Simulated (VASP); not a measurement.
A run of VASP 6.6.1 is set up as follows.

INCAR

```
SYSTEM = MgO
  PREC = Accurate
  ENCUT = 840
  EDIFF = 1E-6
  ISMEAR = 0
  SIGMA = 0.01
  LREAL = .False.
  LASPH = .True.
  NELM = 120
  ALGO = Normal
  ISIF = 2
  LWAVE = .False.
  LCHARG = .False.
  NBANDS = 15
  GGA_COMPAT = .False.
```

File KPOINTS:

```
regular mesh
0
Gamma
  10 10 10
  0 0 0
```

File POSCAR:

```
MgO
1.0
    2.0537103659      2.0537103659      0.0000000000
   -2.0537103659      2.0537103659      0.0000000000
    0.0000000000      2.0537103659      2.0537103659
Mg O
1 1
Direct
    0.0000000000      0.0000000000      0.0000000000
    0.5000000000      0.5000000000      0.0000000000
```

Potentials or basis: VASP PAW LDA potentials, release 64 (Mg_sv, O).

Launch:

```bash
$ cat potpaw_LDA.64/Mg_sv/POTCAR potpaw_LDA.64/O/POTCAR > POTCAR
$ mpirun -np 1 vasp_std > vasp.out
```

(1) What does it give for the band gap on the k mesh?

(2) What does it give for the pressure?

Results:

(1) 5.44 eV.

(2) 7.8 GPa.

Caveat: the cell stands under pressure.
